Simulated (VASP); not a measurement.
A run of VASP 6.6.1 is set up as follows.

File INCAR:

```
SYSTEM = CaSe
ALGO = Normal ; EDIFF = 1E-7
ENCUT = 520 ; GGA = PE
ISIF = 2 ; ISMEAR = 0
LASPH = .TRUE. ; LCHARG = .FALSE.
LREAL = .FALSE. ; LWAVE = .FALSE.
NBANDS = 15 ; NELM = 60
PREC = Accurate ; SIGMA = 0.01
```

File KPOINTS:

```
k-points
0
G
  5 5 5
  0 0 0
```

Contents of POSCAR:

```
CaSe
1.0
    0.0000000000      3.2780000000      3.3000000000
    3.2780000000      0.0000000000      3.3000000000
    3.2780000000      3.2780000000      0.0000000000
Ca Se
1 1
Direct
    0.0000000000      0.0000000000      0.0000000000
    0.7500000000      0.7500000000      0.7500000000
```

Potentials or basis: VASP PAW PBE potentials, release 64 (Ca_sv, Se).

Command:

```console
$ cat potpaw_PBE.64/Ca_sv/POTCAR potpaw_PBE.64/Se/POTCAR > POTCAR
$ mpirun -np 1 vasp_std > vasp.out
```

**Question.** Estimate the band gap on the k mesh.

**Answer.** 3.18 eV, indirect (least direct gap 3.28 eV).

**Question.** What does it give for the pressure?

**Answer.** 0.4 GPa.

A k mesh can miss the band edges. PBE gaps usually lie below the measured ones, often by a third to a half.
